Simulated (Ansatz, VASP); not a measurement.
**One calculation of S, two programs**

The input INCAR:

```
SYSTEM = S
PREC = Accurate ; ENCUT = 520
EDIFF = 1E-7 ; ISMEAR = 0
SIGMA = 0.15 ; LREAL = .False.
LASPH = .True. ; NELM = 60
ALGO = Normal ; ISIF = 2
LWAVE = .False. ; LCHARG = .False.
GGA = CA ; NBANDS = 9
```

Contents of KPOINTS:

```
regular mesh
0
Gamma
  20 20 20
  0 0 0
```

The input POSCAR:

```
S
1.0
    0.0000000000      1.9943503440      2.0242655992
    1.9943503440      0.0000000000      2.0242655992
    1.9943503440      1.9943503440      0.0000000000
S
1
Direct
    0.0000000000      0.0000000000      0.0000000000
```

Input for Ansatz:

```yaml
crystal:
  lattice:
    - [0.0, 1.994350344, 2.0242655992]
    - [1.994350344, 0.0, 2.0242655992]
    - [1.994350344, 1.994350344, 0.0]
  atoms:
    - { symbol: S, position: [0.0, 0.0, 0.0] }
basis:
  ecutwfc: 420
kpoints:
  mp_grid: { grid: [20, 20, 20] }
hamiltonian:
  xc: lda
scf:
  occupations: { method: gaussian, width: 0.15 }
output:
  forces: true
  stress: true
  eigenvalues: true
```

Change from the starting cell: strain +0.000 along x and y, +0.015 along z, atoms carried along.

Alike in both runs: task single point; functional LDA; k mesh 20 × 20 × 20; occupations gaussian, width 0.15 eV; no spin polarisation.

|  | VASP | Ansatz |
| --- | --- | --- |
| version | VASP 6.6.1 | Ansatz 0.2.0 |
| potentials or method | VASP PAW LDA potentials, release 64 (S), cutoff 520 eV | scalar-relativistic, plane waves, PAW |
| valence electrons in the cell | 6 | 6 |

|  | VASP | Ansatz | Ansatz less VASP |
| --- | --- | --- | --- |
| gap on the k mesh at the Fermi level (eV) | none | none | - |
| pressure (GPa) | -7.6 | -7.6 | +0.01 |
| traceless stress, the component that is largest in VASP (GPa) | 0.87 | 0.87 | +0.005 |

LDA's correlation is that of Perdew and Zunger in VASP and of Perdew and Wang (1992) in Ansatz. A gap of «none» marks a metal or a gap that the smearing closes.
